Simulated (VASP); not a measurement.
Si18N24O (a cell with a defect): single point with PBE

Si18N24O (a cell with a defect):

```
Si N O
1.0
     7.66339    0.00000    0.00000
    -3.83169    6.63669    0.00000
     0.00000    0.00000    8.77842
Si N O
18 24 1
Direct
  0.23521 0.82860 0.25200
  0.40495 0.23273 0.08582
  0.82557 0.59657 0.08578
  0.17307 0.40773 0.25239
  0.59135 0.76933 0.25154
  0.76772 0.17541 0.08581
  0.23410 0.84625 0.58576
  0.40563 0.23337 0.41782
  0.81471 0.59119 0.41132
  0.17525 0.41114 0.58578
  0.58756 0.76921 0.58572
  0.76691 0.17371 0.41901
  0.23526 0.82866 0.91952
  0.40566 0.23338 0.75383
  0.81477 0.59127 0.76023
  0.17306 0.40772 0.91916
  0.59134 0.76935 0.91989
  0.76690 0.17370 0.75257
  0.33196 0.66705 0.25038
  0.66623 0.33528 0.08579
  0.96987 0.67496 0.25238
  0.30073 0.97194 0.08579
  0.66809 0.70015 0.08575
  0.32713 0.29988 0.25211
  0.02945 0.33329 0.08579
  0.70318 0.03099 0.25182
  0.32750 0.67272 0.58573
  0.66602 0.33388 0.41776
  0.95489 0.66886 0.58577
  0.32110 0.97632 0.41314
  0.65982 0.69517 0.41849
  0.32942 0.30087 0.58580
  0.02952 0.33528 0.41956
  0.70008 0.03122 0.58574
  0.33195 0.66702 0.92106
  0.66607 0.33395 0.75379
  0.96992 0.67509 0.91917
  0.32112 0.97631 0.75844
  0.65985 0.69525 0.75300
  0.32718 0.29991 0.91949
  0.02952 0.33518 0.75202
  0.70306 0.03098 0.91969
  0.02315 0.89203 0.58583
```

```json
{
 "Program": "VASP 6.6.1",
 "Task": "single point",
 "Functional": "PBE",
 "Potentials or basis": "VASP PAW PBE potentials, release 64 (Si, N, O)",
 "Cutoff": "520 eV",
 "k mesh": "1 × 1 × 1, shifted",
 "Occupations": "fermi-dirac, width 0.01 eV",
 "Spin": "no spin polarisation"
}
```

| Item | Value |
| --- | --- |
| Pressure | 1.3 GPa |
| Largest force | 0.197 eV/Å |
| Band gap on the k mesh | 4.27 eV |

Forces on the atoms (eV/Å):
```
Si   0.003  0.009  0.002
Si  -0.001 -0.013  0.002
Si  -0.003  0.002 -0.002
Si   0.001 -0.002  0.000
Si  -0.006  0.005  0.006
Si   0.001  0.000  0.000
Si   0.071 -0.009 -0.002
Si   0.006 -0.005 -0.003
Si   0.010 -0.004  0.014
Si   0.003 -0.006  0.000
Si  -0.001  0.009  0.000
Si  -0.002  0.000  0.005
Si   0.003  0.006 -0.001
Si   0.009 -0.003  0.003
Si   0.008 -0.005 -0.009
Si   0.000 -0.002 -0.001
Si  -0.006  0.004 -0.006
Si  -0.002  0.001 -0.007
N    0.005 -0.001  0.001
N   -0.004  0.000  0.000
N    0.002  0.000 -0.001
N   -0.004  0.003  0.001
N    0.007  0.002  0.000
N   -0.002  0.003 -0.002
N   -0.001 -0.002  0.000
N    0.002 -0.005 -0.002
N    0.002 -0.002  0.000
N    0.000 -0.001 -0.003
N    0.021 -0.150 -0.002
N   -0.006  0.000 -0.010
N   -0.008  0.003 -0.012
N   -0.006 -0.008  0.001
N   -0.002 -0.002 -0.005
N    0.001  0.001  0.000
N    0.007 -0.001 -0.001
N   -0.001  0.001  0.003
N    0.000 -0.001  0.000
N   -0.010 -0.001  0.007
N   -0.007  0.002  0.013
N   -0.003  0.002  0.001
N   -0.003 -0.002  0.005
N    0.003 -0.005  0.003
O   -0.086  0.177  0.004
```

Stress tensor (GPa, compression positive):
```
 0.66  1.65  0.00
 1.65  1.98 -0.02
 0.00 -0.02  1.34
```

Levels at points of the mesh, in eV from the valence-band top:
```
           k point  band 95  band 96  band 97  band 98  band 99  band 100  band 101  band 102  band 103  band 104
(0.25, 0.25, 0.25)    -0.46    -0.36    -0.19    -0.07     0.00      4.27      5.05      5.21      5.34      5.41
```

Wall time 5.3 min on 1 thread of Intel Xeon 8259CL (shared host), peak memory 0.54 GiB.
